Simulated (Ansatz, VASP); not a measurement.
## Rh: VASP beside Ansatz

```
CELL_PARAMETERS angstrom
0.00000 1.90155 1.99663
1.90155 0.00000 1.99663
1.90155 1.90155 0.00000
ATOMIC_POSITIONS crystal
Rh 0.00000 0.00000 0.00000
```

Change from the starting cell: strain +0.000 along x and y, +0.050 along z, atoms carried along.

Alike in both runs: task single point; functional PBEsol; k mesh 22 × 22 × 22; occupations gaussian, width 0.15 eV; no spin polarisation.

|  | VASP | Ansatz |
| --- | --- | --- |
| version | VASP 6.6.1 | Ansatz 0.2.0 |
| potentials or method | VASP PAW PBE potentials, release 64 (Rh_pv), cutoff 520 eV | scalar-relativistic, plane waves, PAW |
| valence electrons in the cell | 15 | 17 |

Ansatz gave:

```
gap on the k mesh at the Fermi level (eV)                     : none
pressure (GPa)                                                : -16.2
traceless stress, the component that is largest in VASP (GPa) : -7.13
```

Q: Which values does VASP return?

A: gap on the k mesh at the Fermi level (eV): none; pressure (GPa): -16.3; traceless stress, the component that is largest in VASP (GPa): -7.10.

VASP's potentials were made for PBE, not for PBEsol. A gap of «none» marks a metal or a gap that the smearing closes. With one functional, cell and mesh, what is left measures potentials, basis and numerics. VASP's potentials hold 15 valence electrons a cell and Ansatz's 17, so a difference there can come from the potentials and not from the codes.
